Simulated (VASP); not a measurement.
# Re (Fm-3m) in VASP: a series of runs

The runs below take Re through single point, with r2SCAN.

All numbers are computed with VASP 6.6.1; they aren't measurements. Logs are shortened: lines on timing, memory, paths and dates and some standing lists are left out, and cuts for length are marked.

**1. The cell of the first run**

The structure is cubic, space group Fm-3m (No. 225). Conventional cell: a = 3.893 Å, b = 3.893 Å, c = 3.893 Å, α = 90.00°, β = 90.00°, γ = 90.00°. Within 3.6 Å of Re (site symmetry m-3m) lie 12 Re at 2.75 Å.

This isn't the form of Re at room conditions, which is hcp.

**2. Single point, r2SCAN**

Input file POSCAR:

```
Re
1.0
    2.7530814355      0.0000000000      0.0000000000
   -1.3765407178      2.3842384618      0.0000000000
    1.3765407178      0.7947461539      2.2478815791
Re
1
Direct
    0.0000000000      0.0000000000      0.0000000000
```

Input file INCAR.step1:

```
SYSTEM = Re
PREC     = Accurate       ! precision mode
ENCUT    = 660            ! plane-wave cutoff, eV
ISMEAR   = 0              ! smearing method
SIGMA    = 0.1            ! smearing width, eV
LREAL    = .False.        ! projectors in reciprocal space
LASPH    = .True.         ! aspherical terms in the spheres
NELM     = 120            ! most SCF steps
NBANDS   = 10             ! bands
GGA      = PE             ! functional
ALGO     = Normal         ! electronic algorithm
EDIFF    = 1E-5           ! SCF threshold, eV
LWAVE    = .True.         ! write WAVECAR
LCHARG   = .False.        ! write CHGCAR
GGA_COMPAT= .False.
```

Input file INCAR.step2:

```
SYSTEM = Re
PREC     = Accurate       ! precision mode
ENCUT    = 660            ! plane-wave cutoff, eV
EDIFF    = 1E-6           ! SCF threshold, eV
ISMEAR   = 0              ! smearing method
SIGMA    = 0.1            ! smearing width, eV
LREAL    = .False.        ! projectors in reciprocal space
LASPH    = .True.         ! aspherical terms in the spheres
NELM     = 120            ! most SCF steps
ALGO     = Normal         ! electronic algorithm
ISIF     = 2              ! what is computed and relaxed
LWAVE    = .False.        ! write WAVECAR
LCHARG   = .False.        ! write CHGCAR
METAGGA  = R2SCAN         ! meta-GGA
LMIXTAU  = .True.       
NBANDS   = 10             ! bands
ISTART   = 1            
GGA_COMPAT= .False.
```

Input file KPOINTS:

```
Automatic mesh
0
Gamma
  15 15 15
  0 0 0
```

Potentials or basis: VASP PAW PBE potentials, release 64 (Re).

The run is started by

```bash
$ cat potpaw_PBE.64/Re/POTCAR > POTCAR
$ cp INCAR.step1 INCAR
$ mpirun -np 1 vasp_std > vasp.out
$ cp INCAR.step2 INCAR
$ mpirun -np 1 vasp_std > vasp.out
```

OUTCAR:

```text
SYSTEM = Re
   PREC = Accurate
   ENCUT = 660
   EDIFF = 1E-6
   ISMEAR = 0
   LREAL = .False.
   LASPH = .True.
   NELM = 120
   ISIF = 2
   METAGGA = R2SCAN
   ISTART = 1

 ion  position               nearest neighbor table
   1  0.000  0.000  0.000-

  LATTYP: Found a face centered cubic cell.
 ALAT       =     3.8934451044

  Lattice vectors:

 A1 = (  -2.7530814355,   0.0000000000,   0.0000000000)
 A2 = (  -1.3765407177,   0.7947461539,   2.2478815791)
 A3 = (  -1.3765407178,   2.3842384618,   0.0000000000)

Analysis of symmetry for initial positions (statically):
=====================================================================
 Subroutine PRICEL returns:
 Original cell was already a primitive cell.

 Routine SETGRP: Setting up the symmetry group for a
 face centered cubic supercell.

 Subroutine GETGRP returns: Found 48 space group operations
 (whereof 48 operations were pure point group operations)
 out of a pool of 48 trial point group operations.

The static configuration has the point symmetry O_h .

Analysis of symmetry for dynamics (positions and initial velocities):
=====================================================================
 Subroutine PRICEL returns:
 Original cell was already a primitive cell.

 Routine SETGRP: Setting up the symmetry group for a
 face centered cubic supercell.

 Subroutine GETGRP returns: Found 48 space group operations
 (whereof 48 operations were pure point group operations)
 out of a pool of 48 trial point group operations.

The dynamic configuration has the point symmetry O_h .

 Subroutine INISYM returns: Found 48 space group operations
 (whereof 48 operations are pure point group operations),
 and found     1 'primitive' translations

----------------------------------------------------------------------------------------

                                     Primitive cell

  volume of cell :      14.7551

  direct lattice vectors                    reciprocal lattice vectors
     2.753081435  0.000000000  0.000000000     0.363229357  0.209710567 -0.296575528
    -1.376540718  2.384238462  0.000000000     0.000000000  0.419421134 -0.148287764
     1.376540718  0.794746154  2.247881579     0.000000000  0.000000000  0.444863292

  length of vectors
     2.753081435  2.753081435  2.753081436     0.513683883  0.444863292  0.444863292

  position of ions in fractional coordinates (direct lattice)
     0.000000000  0.000000000  0.000000000

  ion indices of the primitive-cell ions
   primitive index   ion index
                 1           1

----------------------------------------------------------------------------------------

 KPOINTS: Automatic mesh

Automatic generation of k-mesh.
 Grid dimensions read from file:
 generate k-points for:   15   15   15

 Generating k-lattice:

  Cartesian coordinates                     Fractional coordinates (reciprocal lattice)
     0.024215290  0.013980704 -0.019771702     0.066666667  0.000000000  0.000000000
     0.000000000  0.027961409 -0.009885851     0.000000000  0.066666667  0.000000000
     0.000000000  0.000000000  0.029657553     0.000000000  0.000000000  0.066666667

  Length of vectors
     0.034245592  0.029657553  0.029657553

  Shift w.r.t. Gamma in fractional coordinates (k-lattice)
     0.000000000  0.000000000  0.000000000

 Subroutine IBZKPT returns following result:
 ===========================================

 Found    120 irreducible k-points:

 Following reciprocal coordinates:
            Coordinates               Weight
  0.000000  0.000000  0.000000      1.000000
  0.066667  0.000000 -0.000000      6.000000
  0.133333  0.000000  0.000000      6.000000
  0.200000  0.000000  0.000000      6.000000
  0.266667  0.000000  0.000000      6.000000
  0.333333  0.000000 -0.000000      6.000000
[... 16 lines left out ...]
  0.400000  0.133333  0.000000     24.000000
 -0.066667  0.133333  0.000000     12.000000
 [... further k-points ...]
   k-points           NKPTS =    120   k-points in BZ     NKDIM =    120   number of bands    NBANDS=     10
   number of dos      NEDOS =    301   number of ions     NIONS =      1
   total plane-waves  NPLWV =  13824
   dimension x,y,z NGX =    24 NGY =   24 NGZ =   24
   dimension x,y,z NGXF=    48 NGYF=   48 NGZF=   48
   ions per type =               1
   NGX,Y,Z   is equivalent  to a cutoff of  14.49, 14.49, 14.49 a.u.
   NGXF,Y,Z  is equivalent  to a cutoff of  28.98, 28.98, 28.98 a.u.
 SYSTEM =  Re
   PREC   = accura    normal or accurate (medium, high low for compatibility)
   ISTART =      1    job   : 0-new  1-cont  2-samecut
   ICHARG =      0    charge: 1-file 2-atom 10-const
   ISPIN  =      1    spin polarized calculation?
   LNONCOLLINEAR =      F non collinear calculations
   LSORBIT =      F    spin-orbit coupling
   LASPH  =      T    aspherical Exc in radial PAW
   ENCUT  =  660.0 eV  48.51 Ry    6.96 a.u.   5.77  5.77  5.77*2*pi/ulx,y,z
   NELM   =    120;   NELMIN=  2; NELMDL=  0     # of ELM steps
   EDIFF  = 0.1E-05   stopping-criterion for ELM
   LREAL  =      F    real-space projection
   EDIFFG = 0.1E-04   stopping-criterion for IOM
   NSW    =      0    number of steps for IOM
   IBRION =     -1    ionic relax: 0-MD 1-quasi-New 2-CG
   NFREE  =      0    steps in history (QN), initial steepest desc. (CG)
   ISIF   =      2    stress and relaxation
   ISYM   =      2    0-nonsym 1-usesym 2-fastsym
   POTIM  = 0.5000    time-step for ionic-motion
   TEBEG  =    0.0;   TEEND  =   0.0 temperature during run
   PSTRESS=    0.0 pullay stress
   NELECT =       7.0000    total number of electrons
   NUPDOWN=      -1.0000    fix difference up-down
   EMIN   =  10.00;   EMAX   =-10.00  energy-range for DOS
   EFERMI =   0.00;   METHOD = LEGACY
   ISMEAR =     0;   SIGMA  =   0.10  broadening in eV -4-tet -1-fermi 0-gaus
   EFERMI_NEDOS =   21; number of points for ismear=-14 and -15
   IALGO  =     38    algorithm
   IMIX   =      4    mixing-type and parameters
     AMIX     =   0.40;   BMIX     =  1.00
     AMIX_MAG =   1.60;   BMIX_MAG =  1.00
  volume/ion in A,a.u.               =      14.76        99.57
  Fermi-wavevector in a.u.,A,eV,Ry     =   1.276812  2.412824 22.180865  1.630248
  Thomas-Fermi vector in A             =   2.409447
   LORBIT       =      0    0 simple, 1 ext, 2 COOP (PROOUT), +10 PAW based schemes
   METAGGA = R2SCAN    functional components
   LHFCALC =     F    Hartree Fock is set to
   AEXX    =    0.0000 exact exchange contribution
   IVDW    =     0    specifies the selected vdW correction
   LEPSILON=     F    determine dielectric tensor
   LRPA    =     F    only Hartree local field effects (RPA)
 non-spin polarized calculation
 Gauss-broadening in eV      SIGMA  =   0.10
  energy-cutoff  :      660.00
  volume of cell :       14.76
 maximum number of plane-waves:       578
   NGX = 11   NGY = 11   NGZ = 11

 number of electron       7.0000000 magnetization

 Free energy of the ion-electron system (eV)
  ---------------------------------------------------
  ext. energy  EPLUGINS =         0.00000000
  ---------------------------------------------------
  free energy    TOTEN  =       -52.39599482 eV

  energy without entropy =      -52.39167847  energy(sigma->0) =      -52.39383665

 E-fermi :   7.9245     XC(G=0): -14.9776

 val. band max:        7.9063832586   @ k =   0.2667   0.4000   0.0000
 cond. band min:       7.9274020948   @ k =   0.2000   0.1333   0.0000
 fundamental gap:      0.0210188362
 Fermi energy:         7.9244710005

 k-point     1 :       0.0000    0.0000    0.0000
  band No.  band energies     occupation
      1      -2.6794      2.00000
      2       5.9285      2.00000
      3       5.9285      2.00000
      4       5.9285      2.00000
      5       9.3227      0.00000
      6       9.3227      0.00000
      7      22.4537      0.00000
      8      28.5430      0.00000
      9      28.5430      0.00000
     10      28.5430      0.00000

 k-point     2 :       0.0667    0.0000   -0.0000
  band No.  band energies     occupation
      1      -2.3915      2.00000
      2       5.6609      2.00000
      3       6.1023      2.00000
      4       6.1023      2.00000
      5       9.0029      0.00000
      6       9.4172      0.00000
      7      23.0171      0.00000
      8      27.7050      0.00000
      9      28.7207      0.00000
     10      28.7207      0.00000

 k-point     3 :       0.1333    0.0000    0.0000
  band No.  band energies     occupation
      1      -1.5699      2.00000
      2       4.9726      2.00000
      3       6.6187      2.00000
      4       6.6187      2.00000
      5       8.1681      0.00057
      6       9.6907      0.00000
      7      24.5794      0.00000
      8      26.8434      0.00000
      9      29.0981      0.00000
     10      29.0981      0.00000

 k-point     4 :       0.2000    0.0000    0.0000
  band No.  band energies     occupation
      1      -0.3733      2.00000
      2       4.0951      2.00000
      3       7.1778      2.00000
      4       7.4614      2.00000
      5       7.4614      2.00000
      6      10.1127      0.00000
      7      26.7077      0.00000
      8      26.8617      0.00000
      9      29.0018      0.00000
     10      29.0018      0.00000

 k-point     5 :       0.2667    0.0000    0.0000
  band No.  band energies     occupation
      1       0.7916      2.00000
      2       3.2280      2.00000
      3       6.6398      2.00000
      4       8.5971      0.00000
      5       8.5971      0.00000
      6      10.6288      0.00000
      7      27.1282      0.00000
      8      27.4769      0.00000
      9      27.4769      0.00000
     10      29.5637      0.00000

 k-point     6 :       0.3333    0.0000   -0.0000
  band No.  band energies     occupation
      1       1.2684      2.00000
      2       2.4990      2.00000
      3       7.2960      2.00000
      4       9.9567      0.00000
      5       9.9567      0.00000
      6      11.1597      0.00000
      7      25.0287      0.00000
      8      25.0287      0.00000
      9      26.9318      0.00000
     10      29.8931      0.00000
[... 183 lines left out ...]
 k-point    21 :       0.2667    0.1333    0.0000
  band No.  band energies     occupation
      1       1.6596      2.00000
      2       2.8924      2.00000
      3       6.2318      2.00000
      4       8.9099      0.00000
      5      11.2791      0.00000
      6      11.7518      0.00000
      7      22.4360      0.00000
      8      25.6953      0.00000
      9      26.5037      0.00000
     10      31.0580      0.00000

 k-point    22 :       0.3333    0.1333   -0.0000
  band No.  band energies     occupation
      1       1.5185      2.00000
      2       2.4066      2.00000
      3       7.4199      2.00000
      4       9.9683      0.00000
      5      12.2056      0.00000
      6      13.2208      0.00000
      7      20.1849      0.00000
      8      23.6865      0.00000
      9      24.8774      0.00000
     10      31.2250      0.00000

 k-point    23 :       0.4000    0.1333    0.0000
  band No.  band energies     occupation
      1       1.3000      2.00000
      2       2.1538      2.00000
      3       8.4971      0.00000
      4      10.8107      0.00000
      5      12.2850      0.00000
      6      14.8757      0.00000
      7      18.6251      0.00000
      8      22.5403      0.00000
      9      22.9622      0.00000
     10      31.9290      0.00000

 k-point    24 :      -0.0667    0.1333    0.0000
  band No.  band energies     occupation
      1      -2.1142      2.00000
      2       5.5256      2.00000
      3       6.1712      2.00000
      4       6.2287      2.00000
      5       8.9210      0.00000
      6       9.3440      0.00000
      7      23.5306      0.00000
      8      26.5582      0.00000
      9      28.8932      0.00000
     10      29.8835      0.00000

 [... further k-points ...]
[... 5 lines left out ...]
  --------------------------------------------------------------------------------------
  -------------------------------------------------------------------------------------
  Total        0.0001172      0.0001172      0.0001172     -0.0000000     -0.0000000      0.0000000
  in kB        0.0127243      0.0127243      0.0127243     -0.0000000     -0.0000000      0.0000000
  external PRESSURE =       0.0127243 kB  Pullay stress =       0.0000000 kB

 VOLUME and BASIS-vectors are now :
 -----------------------------------------------------------------------------
  energy-cutoff  :      660.00
  volume of cell :       14.76
      direct lattice vectors                 reciprocal lattice vectors
     2.753081435  0.000000000  0.000000000     0.363229357  0.209710567 -0.296575528
    -1.376540718  2.384238462  0.000000000     0.000000000  0.419421134 -0.148287764
     1.376540718  0.794746154  2.247881579     0.000000000  0.000000000  0.444863292

 POSITION                                       TOTAL-FORCE (eV/Angst)
 -----------------------------------------------------------------------------------
      0.00000      0.00000      0.00000         0.000000     -0.000000      0.000000
 -----------------------------------------------------------------------------------
    total drift:                               -0.000000     -0.000000      0.000000

  FREE ENERGIE OF THE ION-ELECTRON SYSTEM (eV)
  ---------------------------------------------------
  free  energy   TOTEN  =       -52.3959948241 eV

  energy  without entropy=      -52.3916784680  energy(sigma->0) =      -52.39383665
```

It took 65 s on 1 thread of AMD EPYC 9R45 (Zen 5), shared host; peak memory 0.13 GiB.

What came out:

```
Free energy            : -52.3960 eV
Pressure               : 0.0 GPa
Band gap on the k mesh : zero (an odd number of electrons rules out a gap without spin polarisation)
```

Caveat: the PAW data sets were made with another functional, which shifts forces and pressure a little; spin-orbit coupling is left out, which moves the levels of the heavy elements.

[end of part 1 of 2]

The gap in the log of VASP goes by the Fermi energy; the results here count the filled bands.